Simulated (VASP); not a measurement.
Set up this calculation in VASP 6.6.1, as the native input.

```yaml
Task: single point
Functional: PBE
Potentials_or_basis: VASP PAW PBE potentials, release 64 (Ga_d, Sb)
Cutoff: 520 eV
k_mesh: 6 × 6 × 8
Occupations: gaussian, width 0.1 eV
Spin: no spin polarisation
Dipole_correction: no
Further_INCAR_settings: ALGO = Normal; EDIFF = 1e-07; NBANDS = 28
```

The structure of GaSb5 lies in POSCAR:

```
GaSb5
1.0
    6.1749497455      0.0000000000      0.0000000000
   -3.0874748727      5.3476633467      0.0000000000
    0.0000000000      0.0000000000      5.5920533626
Ga Sb
1 5
Direct
    0.0000000000      0.0000000000      0.5000000000
    0.5000000000      0.0000000000      0.0000000000
    0.0000000000      0.5000000000      0.0000000000
    0.5000000000      0.5000000000      0.0000000000
    0.3333333333      0.6666666667      0.5000000000
    0.6666666667      0.3333333333      0.5000000000
```

The input as run:

INCAR

```
SYSTEM = GaSb5
PREC     = Accurate       ! precision mode
ENCUT    = 520            ! plane-wave cutoff, eV
EDIFF    = 1E-7           ! SCF threshold, eV
ISMEAR   = 0              ! smearing method
SIGMA    = 0.1            ! smearing width, eV
LREAL    = .False.        ! projectors in reciprocal space
LASPH    = .True.         ! aspherical terms in the spheres
NELM     = 100            ! most SCF steps
ALGO     = Normal         ! electronic algorithm
ISIF     = 2              ! what is computed and relaxed
LWAVE    = .False.        ! write WAVECAR
LCHARG   = .False.        ! write CHGCAR
GGA      = PE             ! functional
NBANDS   = 28             ! bands
```

KPOINTS

```
regular mesh
0
Gamma
  6 6 8
  0 0 0
```

Potentials or basis: VASP PAW PBE potentials, release 64 (Ga_d, Sb).

The run is started by

```console
$ cat potpaw_PBE.64/Ga_d/POTCAR potpaw_PBE.64/Sb/POTCAR > POTCAR
$ mpirun -np 1 vasp_std > vasp.out
```

It gave:

```json
{
  "Pressure": "0.0 GPa",
  "Band gap on the k mesh": "zero (band 19 reaches 6.64 eV, above the bottom of band 20 at 5.60 eV)"
}
```

Caveat: spin-orbit coupling is left out, which moves the levels of the heavy elements.

Wall time 110 s on 1 thread of AMD EPYC 7R13 Processor (Zen 3), on a shared host, peak memory 0.36 GiB.
